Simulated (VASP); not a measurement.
# Fe (Pm-3m) in VASP: notebook, part 2 of 2

VASP 6.6.1.

### 5 Single point, RPBE, collinear spin, antiferromagnetic start (volume scaled by 1.08)

Input file INCAR:

```
SYSTEM = Fe
PREC = Accurate ; ENCUT = 520
EDIFF = 1E-6 ; ISMEAR = -1
SIGMA = 0.05 ; LREAL = .FALSE.
LASPH = .TRUE. ; NELM = 150
ALGO = Normal ; ISIF = 2
LWAVE = .FALSE. ; LCHARG = .FALSE.
ISPIN = 2 ; MAGMOM = 2.395 -2.395
LORBIT = 11 ; LMAXMIX = 4
GGA = RP ; NBANDS = 19
```

Input file KPOINTS:

```
regular mesh
0
G
  13 13 13
  0 0 0
```

Input file POSCAR:

```
Fe
1.0
    0.0000000000      2.4852037377      2.4852037377
    2.4852037377      0.0000000000      2.4852037377
    2.4852037377      2.4852037377      0.0000000000
Fe
2
Direct
    0.0000000000      0.0000000000      0.0000000000
    0.5000000000      0.5000000000      0.5000000000
```

Run with:

```
cat potpaw_PBE.64/Fe/POTCAR > POTCAR
mpirun -np 1 vasp_std > vasp.out
```

Wall time 42 s (1 thread of Intel Xeon 6975P-C (Granite Rapids), shared host); peak memory 0.21 GiB.

It converged, with:

| Quantity | Value |
| --- | --- |
| Free energy | -13.3770 eV |
| Pressure | -6.0 GPa |
| Band gap on the k mesh | zero (filled and empty bands overlap) |
| Net moment | 0.00 μB per cell |
| Site moments | Fe +2.62, -2.62 μB |
| Valence electrons inside the program's atomic spheres | Fe 6.93 |

Levels at points of the mesh, in eV from the Fermi level:
Spin up:
```csv
k point,band 6,band 7,band 8,band 9,band 10,band 11
"(0.00, 0.00, 0.00)",-3.44,0.66,0.66,0.67,0.93,0.93
```
Spin down:
```
           k point  band 4  band 5  band 6  band 7  band 8  band 9  band 10  band 11  band 12  band 13
(0.00, 0.00, 0.00)   -3.48   -3.44   -3.44    0.66    0.66    0.67     0.93     0.93    10.16    10.16
```

Caveat: the PAW data sets were made with another functional, which shifts forces and pressure a little.

### 6 Single point, RPBE, collinear spin, antiferromagnetic start

This run uses another cell than the first one: it holds 2 atoms, not 1.

Input file INCAR:

```
SYSTEM = Fe
PREC = Accurate
ENCUT = 520
EDIFF = 1E-6
ISMEAR = -1
SIGMA = 0.05
LREAL = .False.
LASPH = .True.
NELM = 150
ALGO = Normal
ISIF = 2
LWAVE = .False.
LCHARG = .False.
ISPIN = 2
MAGMOM = 2.393 -2.393
LORBIT = 11
LMAXMIX = 4
GGA = RP
NBANDS = 19
```

Input file KPOINTS:

```
regular mesh
0
Gamma
  18 18 18
  0 0 0
```

Input file POSCAR:

```
Fe
1.0
    0.0000000000      2.4222599374      2.4222599374
    2.4222599374      0.0000000000      2.4222599374
    2.4222599374      2.4222599374      0.0000000000
Fe
2
Direct
    0.0000000000      0.0000000000      0.0000000000
    0.5000000000      0.5000000000      0.5000000000
```

Potentials or basis: VASP PAW PBE potentials, release 64 (Fe).

Run with:

```
cat potpaw_PBE.64/Fe/POTCAR > POTCAR
mpirun -np 1 vasp_std > vasp.out
```

OUTCAR:

```text
SYSTEM = Fe
   PREC = Accurate
   ENCUT = 520
   EDIFF = 1E-6
   ISMEAR = -1
   LREAL = .False.
   LASPH = .True.
   NELM = 150
   ISIF = 2
   ISPIN = 2
   LORBIT = 11
   GGA = RP

 ion  position               nearest neighbor table
   1  0.000  0.000  0.000-   2 2.42   2 2.42   2 2.42   2 2.42   2 2.42   2 2.42
   2  0.500  0.500  0.500-   1 2.42   1 2.42   1 2.42   1 2.42   1 2.42   1 2.42

  LATTYP: Found a face centered cubic cell.
 ALAT       =     4.8445198748

  Lattice vectors:

 A1 = (   0.0000000000,   2.4222599374,   2.4222599374)
 A2 = (   2.4222599374,   0.0000000000,   2.4222599374)
 A3 = (   2.4222599374,   2.4222599374,   0.0000000000)

Analysis of symmetry for initial positions (statically):
=====================================================================
 Subroutine PRICEL returns following result:

  LATTYP: Found a simple cubic cell.
 ALAT       =     2.4222599374
[... 12 lines left out ...]
 Subroutine GETGRP returns: Found 48 space group operations
 (whereof 48 operations were pure point group operations)
 out of a pool of 48 trial point group operations.

The static configuration has the point symmetry O_h .

Analysis of symmetry for dynamics (positions and initial velocities):
=====================================================================
 Subroutine PRICEL returns following result:

  LATTYP: Found a simple cubic cell.
 ALAT       =     2.4222599374
[... 12 lines left out ...]
 Subroutine GETGRP returns: Found 48 space group operations
 (whereof 48 operations were pure point group operations)
 out of a pool of 48 trial point group operations.

The dynamic configuration has the point symmetry O_h .

Analysis of structural, dynamic, and magnetic symmetry:
=====================================================================
 Subroutine PRICEL returns following result:

  LATTYP: Found a simple cubic cell.
 ALAT       =     2.4222599374
[... 12 lines left out ...]
 Subroutine GETGRP returns: Found 48 space group operations
 (whereof 48 operations were pure point group operations)
 out of a pool of 48 trial point group operations.

The overall configuration has the point symmetry O_h .

 Subroutine INISYM returns: Found 48 space group operations
 (whereof 48 operations are pure point group operations),
 and found     2 'primitive' translations

----------------------------------------------------------------------------------------

                                     Primitive cell

  volume of cell :      14.2122

  direct lattice vectors                    reciprocal lattice vectors
    -2.422259937  0.000000000  0.000000000    -0.412837609  0.000000000  0.000000000
     0.000000000  0.000000000  2.422259937     0.000000000  0.000000000  0.412837609
     0.000000000  2.422259937  0.000000000     0.000000000  0.412837609  0.000000000

  length of vectors
     2.422259937  2.422259937  2.422259937     0.412837609  0.412837609  0.412837609

  position of ions in fractional coordinates (direct lattice)
     0.000000000  0.000000000  0.000000000

  ion indices of the primitive-cell ions
   primitive index   ion index
                 1           1

----------------------------------------------------------------------------------------

 KPOINTS: regular mesh

[... 55 lines left out ...]
   NGX,Y,Z   is equivalent  to a cutoff of  13.59, 13.59, 13.59 a.u.
   NGXF,Y,Z  is equivalent  to a cutoff of  27.18, 27.18, 27.18 a.u.
 SYSTEM =  Fe
   PREC   = accura    normal or accurate (medium, high low for compatibility)
   ISTART =      0    job   : 0-new  1-cont  2-samecut
   ICHARG =      2    charge: 1-file 2-atom 10-const
   ISPIN  =      2    spin polarized calculation?
   LNONCOLLINEAR =      F non collinear calculations
   LSORBIT =      F    spin-orbit coupling
   LASPH  =      T    aspherical Exc in radial PAW
   ENCUT  =  520.0 eV  38.22 Ry    6.18 a.u.   6.37  6.37  6.37*2*pi/ulx,y,z
   NELM   =    150;   NELMIN=  2; NELMDL= -5     # of ELM steps
   EDIFF  = 0.1E-05   stopping-criterion for ELM
   LREAL  =      F    real-space projection
   EDIFFG = 0.1E-04   stopping-criterion for IOM
   NSW    =      0    number of steps for IOM
   IBRION =     -1    ionic relax: 0-MD 1-quasi-New 2-CG
   NFREE  =      0    steps in history (QN), initial steepest desc. (CG)
   ISIF   =      2    stress and relaxation
   ISYM   =      2    0-nonsym 1-usesym 2-fastsym
   POTIM  = 0.5000    time-step for ionic-motion
   TEBEG  =    0.0;   TEEND  =   0.0 temperature during run
   PSTRESS=    0.0 pullay stress
   NELECT =      16.0000    total number of electrons
   NUPDOWN=      -1.0000    fix difference up-down
   EMIN   =  10.00;   EMAX   =-10.00  energy-range for DOS
   EFERMI =   0.00;   METHOD = LEGACY
   ISMEAR =    -1;   SIGMA  =   0.05  broadening in eV -4-tet -1-fermi 0-gaus
   EFERMI_NEDOS =   21; number of points for ismear=-14 and -15
   IALGO  =     38    algorithm
   IMIX   =      4    mixing-type and parameters
     AMIX     =   0.40;   BMIX     =  1.00
     AMIX_MAG =   1.60;   BMIX_MAG =  1.00
  volume/ion in A,a.u.               =      14.21        95.91
  Fermi-wavevector in a.u.,A,eV,Ry     =   1.351712  2.554365 24.859539  1.827125
  Thomas-Fermi vector in A             =   2.479111
   LORBIT       =     11    0 simple, 1 ext, 2 COOP (PROOUT), +10 PAW based schemes
   GGA     = RP    functional components
   LHFCALC =     F    Hartree Fock is set to
   AEXX    =    0.0000 exact exchange contribution
   IVDW    =     0    specifies the selected vdW correction
   LEPSILON=     F    determine dielectric tensor
   LRPA    =     F    only Hartree local field effects (RPA)
 spin polarized calculation
  energy-cutoff  :      520.00
  volume of cell :       28.42
 maximum number of plane-waves:       779
 NGX is ok and might be reduce to    28

 number of electron      16.0000009 magnetization      -0.0000000

 number of electron      16.0000009 magnetization       0.0000000

 Free energy of the ion-electron system (eV)
  ---------------------------------------------------
  ext. energy  EPLUGINS =         0.00000000
  ---------------------------------------------------
  free energy    TOTEN  =       -13.42379269 eV

  energy without entropy =      -13.39246448  energy(sigma->0) =      -13.40812858

 E-fermi :   4.6257     XC(G=0): -11.7211

 val. band max:        4.6244975602   @ k =   0.3889   0.1111   0.0556
 cond. band min:       4.6260823741   @ k =  -0.4444   0.3333   0.1667
 fundamental gap:      0.0015848139
 Fermi energy:         4.6257455910

 spin component 1

 k-point     1 :       0.0000    0.0000    0.0000
  band No.  band energies     occupation
      1      -3.0991      1.00000
      2       0.9794      1.00000
      3       0.9797      1.00000
      4       1.0189      1.00000
      5       1.0189      1.00000
      6       1.0192      1.00000
[... 517 lines left out ...]
     18      21.5499      0.00000
     19      21.8716      0.00000

 [... further k-points ...]

 spin component 2

 k-point     1 :       0.0000    0.0000    0.0000
  band No.  band energies     occupation
      1      -3.0991      1.00000
      2       0.9794      1.00000
      3       0.9797      1.00000
      4       1.0189      1.00000
      5       1.0189      1.00000
      6       1.0192      1.00000
[... 517 lines left out ...]
     18      21.5499      0.00000
     19      21.8716      0.00000

 [... further k-points ...]
[... 5 lines left out ...]
  --------------------------------------------------------------------------------------
  -------------------------------------------------------------------------------------
  Total       -0.0725371     -0.0725371     -0.0725371     -0.0000000      0.0000000      0.0000000
  in kB       -4.0886386     -4.0886386     -4.0886386     -0.0000000      0.0000000      0.0000000
  external PRESSURE =      -4.0886386 kB  Pullay stress =       0.0000000 kB

 VOLUME and BASIS-vectors are now :
 -----------------------------------------------------------------------------
  energy-cutoff  :      520.00
  volume of cell :       28.42
      direct lattice vectors                 reciprocal lattice vectors
     0.000000000  2.422259937  2.422259937    -0.206418804  0.206418804  0.206418804
     2.422259937  0.000000000  2.422259937     0.206418804 -0.206418804  0.206418804
     2.422259937  2.422259937  0.000000000     0.206418804  0.206418804 -0.206418804

 POSITION                                       TOTAL-FORCE (eV/Angst)
 -----------------------------------------------------------------------------------
      0.00000      0.00000      0.00000         0.000000      0.000000      0.000000
      2.42226      2.42226      2.42226        -0.000000     -0.000000     -0.000000
 -----------------------------------------------------------------------------------
    total drift:                                0.000000      0.000000      0.000000

  FREE ENERGIE OF THE ION-ELECTRON SYSTEM (eV)
  ---------------------------------------------------
  free  energy   TOTEN  =       -13.4237926883 eV

  energy  without entropy=      -13.3924644766  energy(sigma->0) =      -13.40812858

 total charge

# of ion       s       p       d       tot
------------------------------------------
    1        0.487   0.420   6.136   7.043
    2        0.487   0.420   6.136   7.043
--------------------------------------------------
tot          0.973   0.840  12.272  14.086

 magnetization (x)

# of ion       s       p       d       tot
------------------------------------------
    1        0.064   0.034   2.369   2.466
    2       -0.064  -0.034  -2.369  -2.466
--------------------------------------------------
tot          0.000   0.000   0.000   0.000
```

stdout:

```text
POSCAR found type information on POSCAR Fe
 POSCAR found :  1 types and       2 ions
 scaLAPACK will be used
 -----------------------------------------------------------------------------
|                                                                             |
|                                                                             |
|     You enforced a specific xc type in the INCAR file but a different       |
|     I HOPE YOU KNOW WHAT YOU ARE DOING!                                     |
|                                                                             |
 -----------------------------------------------------------------------------

 LDA part: xc-table for (Slater+PW92), standard interpolation
 POSCAR, INCAR and KPOINTS ok, starting setup
 FFT: planning ... GRIDC
 FFT: planning ... GRID_SOFT
 FFT: planning ... GRID
 WAVECAR not read
 entering main loop
```

It took 96 s on 1 thread of Intel Xeon 6975P-C (Granite Rapids), shared host; peak memory 0.27 GiB.

What came out:

- Free energy: -13.4238 eV
- Pressure: -0.4 GPa
- Band gap on the k mesh: zero (filled and empty bands overlap)
- Net moment: 0.00 μB per cell
- Site moments: Fe +2.47, -2.47 μB
- Valence electrons inside the program's atomic spheres: Fe 7.04

Caveat: the PAW data sets were made with another functional, which shifts forces and pressure a little.

### 7 The runs side by side

| potentials or basis | spin | cell | k mesh | cutoff (eV) | smearing | second run | gap on the mesh (eV) | pressure (GPa) | moment (μB) |
| --- | --- | --- | --- | --- | --- | --- | --- | --- | --- |
| VASP PAW PBE potentials, release 64 (Fe_sv) | off | a = 2.225 Å, 1 atom | 15 × 15 × 15 | 600 | fermi-dirac 0.1 eV | valence_matched | none | 15.3 | - |
| VASP PAW PBE potentials, release 64 (Fe) | collinear, antiferromagnetic start | a = 3.283 Å, angles 60.0°, 2 atoms | 13 × 13 × 13 | 520 | fermi-dirac 0.05 eV | - | none | 11.6 | 0.00 |
| VASP PAW PBE potentials, release 64 (Fe) | collinear, antiferromagnetic start | a = 3.379 Å, angles 60.0°, 2 atoms | 13 × 13 × 13 | 520 | fermi-dirac 0.05 eV | - | none | 3.4 | 0.00 |
| VASP PAW PBE potentials, release 64 (Fe) | collinear, antiferromagnetic start | a = 3.515 Å, angles 60.0°, 2 atoms | 13 × 13 × 13 | 520 | fermi-dirac 0.05 eV | - | none | -6.0 | 0.00 |
| VASP PAW PBE potentials, release 64 (Fe) | collinear, antiferromagnetic start | a = 3.426 Å, angles 60.0°, 2 atoms | 18 × 18 × 18 | 520 | fermi-dirac 0.05 eV | - | none | -0.4 | 0.00 |

Alike in all rows: task single point; level RPBE.

Caveats: the PAW data sets were made with another functional, which shifts forces and pressure a little.

Total energies depend on the potentials used, so only differences within one code and one set of settings carry meaning.
